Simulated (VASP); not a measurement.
Wanted: the native input for a VASP 6.6.1 run.

```
Task                   : single point
Functional             : r2SCAN
Potentials or basis    : VASP PAW PBE potentials, release 64 (Be, Te)
Cutoff                 : 520 eV
k mesh                 : 8 × 8 × 8
Occupations            : gaussian, width 0.01 eV
Spin                   : no spin polarisation
Dipole correction      : no
Further INCAR settings : ALGO = Normal; EDIFF = 1e-06; NBANDS = 11
```

Crystal: BeTe.

```
Be Te
1.0
     0.00000    2.80034    2.80034
     2.80034    0.00000    2.80034
     2.80034    2.80034    0.00000
Be Te
1 1
Direct
  0.00000 0.00000 0.00000
  0.25000 0.25000 0.25000
```

This cell differs from its parent crystal: strain -1.0%.

The input as run:

POSCAR

```
BeTe
1.0
    0.0000000000      2.8003373911      2.8003373911
    2.8003373911      0.0000000000      2.8003373911
    2.8003373911      2.8003373911      0.0000000000
Be Te
1 1
Direct
    0.0000000000      0.0000000000      0.0000000000
    0.2500000000      0.2500000000      0.2500000000
```

INCAR.step1

```
PREC = Accurate
ENCUT = 520
ISMEAR = 0
SIGMA = 0.01
LREAL = False
LASPH = True
NELM = 100
NBANDS = 11
GGA = PE
ALGO = Normal
EDIFF = 1E-4
LWAVE = True
LCHARG = False
```

INCAR.step2

```
PREC = Accurate
ENCUT = 520
EDIFF = 1E-6
ISMEAR = 0
SIGMA = 0.01
LREAL = False
LASPH = True
NELM = 100
ALGO = Normal
ISIF = 2
LWAVE = False
LCHARG = False
METAGGA = R2SCAN
LMIXTAU = True
NBANDS = 11
ISTART = 1
```

KPOINTS

```
regular mesh
0
Gamma
  8 8 8
```

Potentials or basis: VASP PAW PBE potentials, release 64 (Be, Te).

Command:

```sh
$ cat potpaw_PBE.64/Be/POTCAR potpaw_PBE.64/Te/POTCAR > POTCAR
$ cp INCAR.step1 INCAR
$ mpirun -np 1 vasp_std > vasp.out
$ cp INCAR.step2 INCAR
$ mpirun -np 1 vasp_std > vasp.out
```

Results of the run:

The pressure is 2.1 GPa and the band gap on the k mesh is 2.29 eV, indirect (least direct gap 4.00 eV).

Caveat: the cell differs from its parent crystal (strain -1.0%); the PAW data sets were made with another functional, which shifts forces and pressure a little; spin-orbit coupling is left out, which moves the levels of the heavy elements.

Wall time 32 s on 1 thread of Intel(R) Xeon(R) 6975P-C (Granite Rapids) (shared host), peak memory 0.17 GiB.
